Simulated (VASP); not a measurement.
Runs of VASP 6.6.1 on NiO. The structure is that of space group Fm-3m (No. 225), or close to it. The cells are those of the table. 

```tsv
task	level	potentials or basis	U	cell	k mesh	cutoff (eV)	smearing	grid for exact exchange (PRECFOCK)	share of exact exchange	k mesh for the DOS	occupations for the DOS	gap on the mesh (eV)	pressure (GPa)	moment (μB)
single point	r2SCAN0	VASP PAW PBE potentials, release 64 (Ni, O)	-	a = 3.008 Å, angles 60.0°, 2 atoms	6 × 6 × 6	520	fermi-dirac 0.05 eV	Normal	0.25	-	-	(b)	-11.4	2.00
single point	LDA	VASP PAW LDA potentials, release 64 (Ni_sv_GW, O)	-	a = 2.969 Å, angles 60.0°, 2 atoms	11 × 11 × 11	700	fermi-dirac 0.05 eV	-	-	-	-	none	-23.2	(a)
single point	RPBE	VASP PAW PBE potentials, release 64 (Ni, O)	-	a = 2.950 Å, angles 60.0°, 2 atoms	11 × 11 × 11	520	gaussian 0.1 eV	-	-	-	-	none	13.1	1.81
relaxation of cell and atoms	PBE+D3(BJ)+U	VASP PAW PBE potentials, release 64 (Ni_sv_GW, O)	Ni d U = 8.0 eV	relaxed from a = 2.950 Å, angles 60.0°, 2 atoms	11 × 11 × 11	700	gaussian 0.1 eV	-	-	-	-	2.34	-0.1	2.00
single point	PBEsol+U	VASP PAW PBE potentials, release 64 (Ni_sv_GW, O)	Ni d U = 2.0 eV	a = 2.950 Å, angles 60.0°, 2 atoms	11 × 11 × 11	520	fermi-dirac 0.05 eV	-	-	17 × 17 × 17	tetrahedron	-	-	2.00
```

Alike in all rows: spin collinear, ferromagnetic start.

Question: Estimate the missing entries.

Answer: (a) 0.26; (b) 4.64.

Caveats: some runs use coarse meshes; a cell with one magnetic atom can't hold antiferromagnetic order, which such compounds often take (at least some runs); the PAW data sets were made with another functional, which shifts forces and pressure a little (at least some runs); semilocal functionals often make such compounds metallic where correlation or magnetic order opens a gap, which also shifts bond lengths (at least some runs); the cell stands under tension (at least some runs); the cell stands under pressure (at least some runs); an odd mesh through Γ misses points on the zone boundary, where band edges can lie (at least some runs).

A gap of «none» marks levels without a gap at the run's occupations.

The runs don't all hold the same shells in valence.
